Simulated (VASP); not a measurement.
**TiAl: single point with PBEsol**

TiAl:

```
Ti Al
1.0
     2.84782    0.00000    0.00000
    -1.42391    2.46629    0.00000
     0.00000    0.00000    4.61994
Ti Al
1 1
Cartesian
  0.0000 -0.0564 0.0000
  0.0000 1.7442 2.3100
```

This cell differs from its parent crystal: mode 4 (182.5 1/cm) frozen in, largest displacement +0.100 Å.

```
Program                : VASP 6.6.1
Task                   : single point
Functional             : PBEsol
Potentials or basis    : VASP PAW PBE potentials, release 64 (Ti_sv, Al)
Cutoff                 : 520 eV
k mesh                 : 24 × 24 × 14
Occupations            : gaussian, width 0.15 eV
Spin                   : no spin polarisation
Dipole correction      : no
Further INCAR settings : ALGO = Fast; EDIFF = 1e-06; NBANDS = 14
```

```yaml
Pressure: 0.2 GPa
Largest_force: 0.262 eV/Å
```

Forces in eV/Å, atoms in the order of the input:
```
Ti   0.000  0.262  0.000
Al   0.000 -0.262  0.000
```

Stress tensor (GPa, compression positive):
```
 2.68  0.00  0.00
 0.00 -2.63  0.00
 0.00  0.00  0.55
```

Levels at points of the mesh, in eV from the Fermi level:
| k point | band 5 | band 6 | band 7 | band 8 | band 9 | band 10 | band 11 | band 12 |
| --- | --- | --- | --- | --- | --- | --- | --- | --- |
| (0.00, 0.00, 0.00) | -9.03 | -2.31 | -1.79 | 1.30 | 1.32 | 2.80 | 2.87 | 4.08 |
| (0.50, 0.00, 0.00) | -3.77 | -2.80 | -1.63 | -1.03 | 2.15 | 4.07 | 4.19 | 4.35 |
| (0.00, 0.50, 0.00) | -3.77 | -2.87 | -1.47 | -1.00 | 2.11 | 4.00 | 4.07 | 4.32 |
| (0.00, 0.00, 0.50) | -8.09 | -5.32 | -0.43 | 1.31 | 1.33 | 2.72 | 2.78 | 6.97 |
| (0.50, 0.00, 0.50) | -3.72 | -2.45 | -1.82 | 0.52 | 0.96 | 1.94 | 3.12 | 4.08 |
| (0.00, 0.50, 0.50) | -3.71 | -2.32 | -1.95 | 0.66 | 1.00 | 1.90 | 2.97 | 4.08 |

It took 13 min on 1 thread of Intel(R) Xeon(R) Platinum 8488C (Sapphire Rapids), with other jobs on the host, peak memory 0.66 GiB.

Caveat: the cell differs from its parent crystal (mode 4 (182.5 1/cm) frozen in, largest displacement +0.100 Å); the PAW data sets were made with another functional, which shifts forces and pressure a little.
